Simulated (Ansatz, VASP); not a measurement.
Two plane-wave programs on Ti

The input INCAR:

```
SYSTEM = Ti
ALGO     = Normal         ! electronic algorithm
EDIFF    = 1E-6           ! SCF threshold, eV
ENCUT    = 500            ! plane-wave cutoff, eV
GGA      = PE             ! functional
GGA_COMPAT= .False.      
ISIF     = 2              ! what is computed and relaxed
ISMEAR   = 0              ! smearing method
LASPH    = .True.         ! aspherical terms in the spheres
LCHARG   = .False.        ! write CHGCAR
LREAL    = .False.        ! projectors in reciprocal space
LWAVE    = .False.        ! write WAVECAR
NBANDS   = 12             ! bands
NELM     = 120            ! most SCF steps
PREC     = Accurate       ! precision mode
SIGMA    = 0.15           ! smearing width, eV
```

Contents of KPOINTS:

```
k-points
0
Gamma
  14 14 14
  0 0 0
```

File POSCAR:

```
Ti
1.0
   -1.7066400000      1.7066400000      1.7066400000
    1.7066400000     -1.7066400000      1.7066400000
    1.7066400000      1.7066400000     -1.7066400000
Ti
1
Direct
    0.0000000000      0.0000000000      0.0000000000
```

Input for Ansatz:

```yaml
crystal:
  lattice:
    - [-1.70664, 1.70664, 1.70664]
    - [1.70664, -1.70664, 1.70664]
    - [1.70664, 1.70664, -1.70664]
  atoms:
    - { symbol: Ti, position: [0.0, 0.0, 0.0] }
basis:
  ecutwfc: 420
kpoints:
  mp_grid: { grid: [14, 14, 14] }
hamiltonian:
  xc: pbe
scf:
  occupations: { method: gaussian, width: 0.15 }
output:
  forces: true
  stress: true
  eigenvalues: true
```

Change from the starting cell: strain +0.040 along x and y, +0.040 along z, atoms carried along.

Alike in both runs: task single point; functional PBE; k mesh 14 × 14 × 14; occupations gaussian, width 0.15 eV; no spin polarisation.

```csv
,VASP,Ansatz
version,VASP 6.6.1,Ansatz 0.2.0
potentials or method,"VASP PAW PBE potentials, release 64 (Ti_sv), cutoff 500 eV","scalar-relativistic, plane waves, PAW"
valence electrons in the cell,12,12
```

```csv
,VASP,Ansatz,Ansatz less VASP
gap on the k mesh at the Fermi level (eV),none,none,-
pressure (GPa),-11.8,-11.7,+0.12
```

A gap of «none» marks a metal or a gap that the smearing closes.
